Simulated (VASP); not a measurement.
Runs of VASP 6.6.1 on Te2Mo. The structure is that of space group P6_3/mmc (No. 194), or close to it. The cells are those of the table. 

| cell | gap on the mesh (eV) | pressure (GPa) | largest force (eV/Å) |
| --- | --- | --- | --- |
| a = 3.468, b = 3.468, c = 15.585 Å, angles 90.0, 90.0, 120.0°, 6 atoms | 0.89 | 1.8 | 0.13 |
| a = 3.557, b = 3.557, c = 14.825 Å, angles 90.0, 90.0, 120.0°, 6 atoms | 0.90 | 2.7 | 0.64 |
| a = 3.646, b = 3.646, c = 15.585 Å, angles 90.0, 90.0, 120.0°, 6 atoms | 0.92 | -5.3 | (c) |
| a = 3.646, b = 3.646, c = 14.444 Å, angles 90.0, 90.0, 120.0°, 6 atoms | 0.38 | (d) | (a) |
| a = 3.646, b = 3.646, c = 15.205 Å, angles 90.0, 90.0, 120.0°, 6 atoms | 0.86 | (b) | 0.38 |

Alike in all rows: task single point; level PBE; potentials or basis VASP PAW PBE potentials, release 64 (Te, Mo_sv); no spin polarisation; k mesh 12 × 12 × 2; cutoff (eV) 520; smearing gaussian 0.05 eV.

**Question.** Fill in the values left out.

**Answer.** (a) 0.84; (b) -3.5; (c) 0.89; (d) 1.2.

Caveats: spin-orbit coupling is left out, which moves the levels of the heavy elements; this functional lacks dispersion, which binds the layers, so the pressure and a relaxed spacing across them are unreliable.

A k mesh can miss the band edges, and the runs leave out spin-orbit coupling on Mo, Te.
